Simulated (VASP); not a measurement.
# Ta4S in VASP: a series of runs

Runs on Ta4S. Level: LDA. Tasks: relaxation of the atoms.

All numbers are computed with VASP 6.6.1; they aren't measurements. Logs are shortened: lines on timing, memory, paths and dates and some standing lists are left out, and cuts for length are marked.

**1. The cell of the first run**

The cell holds a slab with vacuum, 5 atoms: a = 3.253 Å, b = 3.253 Å, c = 20.213 Å, α = 90.00°, β = 90.00°, γ = 90.00°.

**2. Relaxation of the atoms, LDA**

Input file INCAR:

```
PREC = Accurate ; ENCUT = 520
EDIFF = 1E-7 ; ISMEAR = 0
SIGMA = 0.1 ; LREAL = F
LASPH = T ; NELM = 60
ALGO = Fast ; ISIF = 2
LWAVE = F ; LCHARG = F
LDIPOL = T ; IDIPOL = 3
DIPOL = 0.5 0.5 0.356 ; IBRION = 2
NSW = 50 ; EDIFFG = -0.025
```

Input file KPOINTS:

```
Automatic mesh
0
Gamma
  8 8 1
```

Input file POSCAR:

```
Ta4S
1.0
    3.2528501163      0.0000000000      0.0000000000
    0.0000000000      3.2528501163      0.0000000000
    0.0000000000      0.0000000000     20.2133955625
Ta S
4 1
Selective dynamics
Direct
    0.5000000000      0.5000000000      0.1978885728  F F F
    0.0000000000      0.0000000000      0.2783513062  F F F
    0.5000000000      0.5000000000      0.3580225063  F F F
    0.0000000000      0.0000000000      0.4310703531  T T T
    0.3750000000      0.3750000000      0.5131941108  F F T
```

Potentials or basis: VASP PAW LDA potentials, release 64 (Ta_pv, S).

The run is started by

```sh
$ cat potpaw_LDA.64/Ta_pv/POTCAR potpaw_LDA.64/S/POTCAR > POTCAR
$ mpirun -np 1 vasp_std > vasp.out
```

OUTCAR:

```text
PREC = Accurate
   ENCUT = 520
   EDIFF = 1E-7
   ISMEAR = 0
   LREAL = F
   LASPH = T
   NELM = 60
   ISIF = 2
   IBRION = 2
   NSW = 50
   EDIFFG = -0.025

 ion  position               nearest neighbor table
   1  0.500  0.500  0.198-   2 2.82   2 2.82   2 2.82   2 2.82   3 3.24
   2  0.000  0.000  0.278-   3 2.81   3 2.81   3 2.81   3 2.81   1 2.82   1 2.82   1 2.82   1 2.82
                             4 3.09
   3  0.500  0.500  0.358-   4 2.73   4 2.73   4 2.73   4 2.73   2 2.81   2 2.81   2 2.81   2 2.81
                             5 3.19   1 3.24
   4  0.000  0.000  0.431-   5 2.39   3 2.73   3 2.73   3 2.73   3 2.73   5 2.89   5 2.89   2 3.09

   5  0.375  0.375  0.513-   4 2.39   4 2.89   4 2.89   3 3.19

  LATTYP: Found a simple tetragonal cell.
 ALAT       =     3.2528501163
 C/A-ratio  =     6.2140568547

  Lattice vectors:

 A1 = (   3.2528501163,   0.0000000000,   0.0000000000)
 A2 = (   0.0000000000,   3.2528501163,   0.0000000000)
 A3 = (   0.0000000000,   0.0000000000,  20.2133955625)

Analysis of symmetry for initial positions (statically):
=====================================================================
 Subroutine PRICEL returns:
 Original cell was already a primitive cell.

 Routine SETGRP: Setting up the symmetry group for a
 simple tetragonal supercell.

 Subroutine GETGRP returns: Found  2 space group operations
 (whereof  2 operations were pure point group operations)
 out of a pool of 16 trial point group operations.

The static configuration has the point symmetry C_1h.

Analysis of symmetry for dynamics (positions and initial velocities):
=====================================================================
 Subroutine PRICEL returns:
 Original cell was already a primitive cell.

 Routine SETGRP: Setting up the symmetry group for a
 simple tetragonal supercell.

 Subroutine GETGRP returns: Found  2 space group operations
 (whereof  2 operations were pure point group operations)
 out of a pool of 16 trial point group operations.

The dynamic configuration has the point symmetry C_1h.

Analysis of constrained symmetry for selective dynamics:
=====================================================================
 Subroutine PRICEL returns:
 Original cell was already a primitive cell.

 Routine SETGRP: Setting up the symmetry group for a
 simple tetragonal supercell.

 Subroutine GETGRP returns: Found  2 space group operations
 (whereof  2 operations were pure point group operations)
 out of a pool of 16 trial point group operations.

The constrained configuration has the point symmetry C_1h.

 Subroutine INISYM returns: Found  2 space group operations
 (whereof  2 operations are pure point group operations),
 and found     1 'primitive' translations

----------------------------------------------------------------------------------------

                                     Primitive cell

  volume of cell :     213.8786

  direct lattice vectors                    reciprocal lattice vectors
     3.252850116  0.000000000  0.000000000     0.307422711  0.000000000  0.000000000
     0.000000000  3.252850116  0.000000000     0.000000000  0.307422711  0.000000000
     0.000000000  0.000000000 20.213395563     0.000000000  0.000000000  0.049472143

  length of vectors
     3.252850116  3.252850116 20.213395563     0.307422711  0.307422711  0.049472143

  position of ions in fractional coordinates (direct lattice)
     0.500000000  0.500000000  0.197888573
     0.000000000  0.000000000  0.278351306
     0.500000000  0.500000000  0.358022506
     0.000000000  0.000000000  0.431070353
     0.375000000  0.375000000  0.513194111

  ion indices of the primitive-cell ions
   primitive index   ion index
                 1           1
                 2           2
                 3           3
[... 53 lines left out ...]
   number of dos      NEDOS =    301   number of ions     NIONS =      5
   total plane-waves  NPLWV =  86400
   dimension x,y,z NGX =    24 NGY =   24 NGZ =  150
   dimension x,y,z NGXF=    48 NGYF=   48 NGZF=  300
   ions per type =               4   1
   NGX,Y,Z   is equivalent  to a cutoff of  12.27, 12.27, 12.34 a.u.
   NGXF,Y,Z  is equivalent  to a cutoff of  24.53, 24.53, 24.67 a.u.
 SYSTEM =  unknown system
   PREC   = accura    normal or accurate (medium, high low for compatibility)
   ISTART =      0    job   : 0-new  1-cont  2-samecut
   ICHARG =      2    charge: 1-file 2-atom 10-const
   ISPIN  =      1    spin polarized calculation?
   LNONCOLLINEAR =      F non collinear calculations
   LSORBIT =      F    spin-orbit coupling
   LASPH  =      T    aspherical Exc in radial PAW
   ENCUT  =  520.0 eV  38.22 Ry    6.18 a.u.   6.05  6.05 37.58*2*pi/ulx,y,z
   NELM   =     60;   NELMIN=  2; NELMDL= -5     # of ELM steps
   EDIFF  = 0.1E-06   stopping-criterion for ELM
   LREAL  =      F    real-space projection
   EDIFFG = -.3E-01   stopping-criterion for IOM
   NSW    =     50    number of steps for IOM
   IBRION =      2    ionic relax: 0-MD 1-quasi-New 2-CG
   NFREE  =      1    steps in history (QN), initial steepest desc. (CG)
   ISIF   =      2    stress and relaxation
   ISYM   =      2    0-nonsym 1-usesym 2-fastsym
   POTIM  = 0.5000    time-step for ionic-motion
   TEBEG  =    0.0;   TEEND  =   0.0 temperature during run
   PSTRESS=    0.0 pullay stress
   NELECT =      50.0000    total number of electrons
   NUPDOWN=      -1.0000    fix difference up-down
   EMIN   =  10.00;   EMAX   =-10.00  energy-range for DOS
   EFERMI =   0.00;   METHOD = LEGACY
   ISMEAR =     0;   SIGMA  =   0.10  broadening in eV -4-tet -1-fermi 0-gaus
   EFERMI_NEDOS =   21; number of points for ismear=-14 and -15
   IALGO  =     68    algorithm
   IMIX   =      4    mixing-type and parameters
     AMIX     =   0.40;   BMIX     =  1.00
     AMIX_MAG =   1.60;   BMIX_MAG =  1.00
  volume/ion in A,a.u.               =      42.78       288.66
  Fermi-wavevector in a.u.,A,eV,Ry     =   1.008500  1.905788 13.838096  1.017071
  Thomas-Fermi vector in A             =   2.141370
   LORBIT       =      0    0 simple, 1 ext, 2 COOP (PROOUT), +10 PAW based schemes
   GGA     = CA    functional components
   LHFCALC =     F    Hartree Fock is set to
   AEXX    =    0.0000 exact exchange contribution
   IVDW    =     0    specifies the selected vdW correction
   LEPSILON=     F    determine dielectric tensor
   LRPA    =     F    only Hartree local field effects (RPA)
 conjugate gradient relaxation of ions
 non-spin polarized calculation
 RMM-DIIS sequential band-by-band and
 Gauss-broadening in eV      SIGMA  =   0.10
  energy-cutoff  :      520.00
  volume of cell :      213.88
 maximum number of plane-waves:      5812
   NGX = 13   NGY = 13   NGZ = 75

--------------------------------------- Ionic step        1  -------------------------------------------

 number of electron      50.0000006 magnetization

 Free energy of the ion-electron system (eV)
  ---------------------------------------------------
  ext. energy  EPLUGINS =         0.00000000
  ---------------------------------------------------
  free energy    TOTEN  =       -54.15504419 eV

  energy without entropy =      -54.12873860  energy(sigma->0) =      -54.14189140

 E-fermi :  -0.2232     XC(G=0):  -6.0798

 val. band max:       -0.2235975768   @ k =   0.5000   0.1250   0.0000
 cond. band min:      -0.1899345923   @ k =  -0.2500   0.3750   0.0000
 fundamental gap:      0.0336629845
 Fermi energy:        -0.2231961838

 k-point     1 :       0.0000    0.0000    0.0000
  band No.  band energies     occupation
      1     -34.9264      2.00000
      2     -34.7312      2.00000
      3     -34.7207      2.00000
      4     -34.5837      2.00000
      5     -34.5815      2.00000
      6     -34.5485      2.00000
[... 761 lines left out ...]
 number of electron      50.0000001 magnetization

------------------------ aborting loop because EDIFF is reached ----------------------------------------

 vacuum level on the upper side and lower side of the slab       (xc-potential included)         0.002        -0.339

  FORCE on cell =-STRESS in cart. coord.  units (eV):
  Direction    XX          YY          ZZ          XY          YZ          ZX
  --------------------------------------------------------------------------------------
  -------------------------------------------------------------------------------------
  Total       -2.3022402     -2.3022402     -4.2245926      3.4619306      3.3223502      3.3223496
  in kB      -17.2462166    -17.2462166    -31.6466710     25.9335252     24.8879208     24.8879161
  external PRESSURE =     -22.0463681 kB  Pullay stress =       0.0000000 kB
[... 20 lines left out ...]
  FREE ENERGIE OF THE ION-ELECTRON SYSTEM (eV)
  ---------------------------------------------------
  free  energy   TOTEN  =       -54.6371065231 eV

  energy  without entropy=      -54.6157930502  energy(sigma->0) =      -54.62644979

 dipolmoment           0.000000      0.000000      0.002497 electrons x Angstroem

[... ionic steps 4 to 9 ...]

--------------------------------------- Ionic step       10  -------------------------------------------

 number of electron      50.0000006 magnetization

------------------------ aborting loop because EDIFF is reached ----------------------------------------
[... 73 lines left out ...]
--------------------------------------- Ionic step       12  -------------------------------------------

 number of electron      50.0000002 magnetization

 dipolmoment           0.000000      0.000000     -0.008792 electrons x Angstroem

 Free energy of the ion-electron system (eV)
  ---------------------------------------------------
  ext. energy  EPLUGINS =         0.00000000
  ---------------------------------------------------
  free energy    TOTEN  =       -55.26285165 eV

  energy without entropy =      -55.23893341  energy(sigma->0) =      -55.25089253

 E-fermi :   0.2851     XC(G=0):  -5.9799

 val. band max:        0.2462739374   @ k =  -0.1250   0.1250   0.0000
 cond. band min:       0.2864452533   @ k =   0.1250   0.1250   0.0000
 fundamental gap:      0.0401713159
 Fermi energy:         0.2851347336

 k-point     1 :       0.0000    0.0000    0.0000
  band No.  band energies     occupation
      1     -34.6688      2.00000
      2     -34.4488      2.00000
      3     -34.4275      2.00000
      4     -34.3614      2.00000
      5     -34.2383      2.00000
      6     -34.2294      2.00000
[... 682 lines left out ...]
     29       2.7390      0.00000
     30       3.4255      0.00000

------------------------ aborting loop because EDIFF is reached ----------------------------------------

 vacuum level on the upper side and lower side of the slab       (xc-potential included)        -0.183        -0.101

  FORCE on cell =-STRESS in cart. coord.  units (eV):
  Direction    XX          YY          ZZ          XY          YZ          ZX
  --------------------------------------------------------------------------------------
  -------------------------------------------------------------------------------------
  Total       -2.5947064     -2.5947064     -3.3924763      1.0628461      2.9346636      2.9346633
  in kB      -19.4370978    -19.4370978    -25.4132393      7.9618428     21.9837377     21.9837354
  external PRESSURE =     -21.4291450 kB  Pullay stress =       0.0000000 kB
[... 20 lines left out ...]
  FREE ENERGIE OF THE ION-ELECTRON SYSTEM (eV)
  ---------------------------------------------------
  free  energy   TOTEN  =       -55.2628516506 eV

  energy  without entropy=      -55.2389334099  energy(sigma->0) =      -55.25089253

 reached required accuracy - stopping structural energy minimisation

 vacuum level on the upper side and lower side of the slab         4.308         4.397
```

Run time: 51 min. Hardware: 1 thread of Oxide Virtual Turin-like, shared host; peak memory 0.27 GiB.

What came out:

```yaml
Free_energy: -55.2629 eV
Energy_gained_by_relaxing: 221.6 meV/atom
Ionic_steps: 12
Band_gap_on_the_k_mesh: zero (bands 25 and 26 overlap by 0.23 eV)
```

Step by step:
```tsv
step	energy change (eV)	largest force on free atoms (eV/Å)	pressure (GPa)
1	0.0000	3.0256	-2.24
2	-0.4319	2.1387	-2.39
3	-0.4821	3.1874	-2.20
4	-0.8266	2.1873	-2.90
5	-1.0805	0.5032	-3.10
6	-1.0810	0.4737	-3.06
7	-1.0910	0.2502	-2.95
8	-1.0946	0.3678	-2.83
9	-1.1027	0.2471	-2.56
10	-1.1065	0.1207	-2.21
11	-1.1076	0.0427	-2.17
12	-1.1078	0.0205	-2.14
```

Final structure:
```
Ta S
1.0
     3.25285    0.00000    0.00000
     0.00000    3.25285    0.00000
     0.00000    0.00000   20.21340
Ta S
4 1
Direct
  0.50000 0.50000 0.19789
  0.00000 0.00000 0.27835
  0.50000 0.50000 0.35802
  0.90869 0.90869 0.44492
  0.37500 0.37500 0.49395
```

Caveat: spin-orbit coupling is left out, which moves the levels of the heavy elements.

[end of part 1 of 2]

The gap in the log of VASP goes by the Fermi energy; the results here count the filled bands.